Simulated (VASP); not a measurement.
Input of a VASP 6.6.1 run:

Contents of INCAR:

```
PREC = Accurate ; ENCUT = 520
EDIFF = 1E-8 ; ISMEAR = -1
SIGMA = 0.05 ; LREAL = F
LASPH = T ; NELM = 100
ALGO = Normal ; ISIF = 2
LWAVE = F ; LCHARG = F
GGA = PE ; LEFG = T
NBANDS = 61
```

The input KPOINTS:

```
regular mesh
0
Gamma
  5 5 3
```

File POSCAR:

```
TeBr6
1.0
    7.4280410000      0.0000000000      0.0000000000
    0.0000000000      7.4280410000      0.0000000000
    0.0000000000      0.0000000000     11.0806000000
Te Br
2 12
Direct
    0.5000000000      0.5000000000      0.5000000000
    0.0000000000      0.0000000000      0.0000000000
    0.5000000000      0.5000000000      0.2683740000
    0.0000000000      0.0000000000      0.7683740000
    0.5000000000      0.5000000000      0.7316260000
    0.0000000000      0.0000000000      0.2316260000
    0.7809720000      0.7052570000      0.5000000000
    0.2190280000      0.2947430000      0.5000000000
    0.7190280000      0.2052570000      0.0000000000
    0.2809720000      0.7947430000      0.0000000000
    0.7052570000      0.2190280000      0.5000000000
    0.2947430000      0.7809720000      0.5000000000
    0.2052570000      0.2809720000      0.0000000000
    0.7947430000      0.7190280000      0.0000000000
```

Potentials or basis: VASP PAW PBE potentials, release 64 (Te, Br).

Command:

```console
$ cat potpaw_PBE.64/Te/POTCAR potpaw_PBE.64/Br/POTCAR > POTCAR
$ mpirun -np 1 vasp_std > vasp.out
```

(1) Estimate the largest force.

(2) What does it give for the pressure?

Answers

(1) 0.146 eV/Å.

(2) 0.3 GPa.

Caveat: without QUAD_EFG the Cq values of the log hold for a quadrupole moment of 1 mb, not for the nuclei.
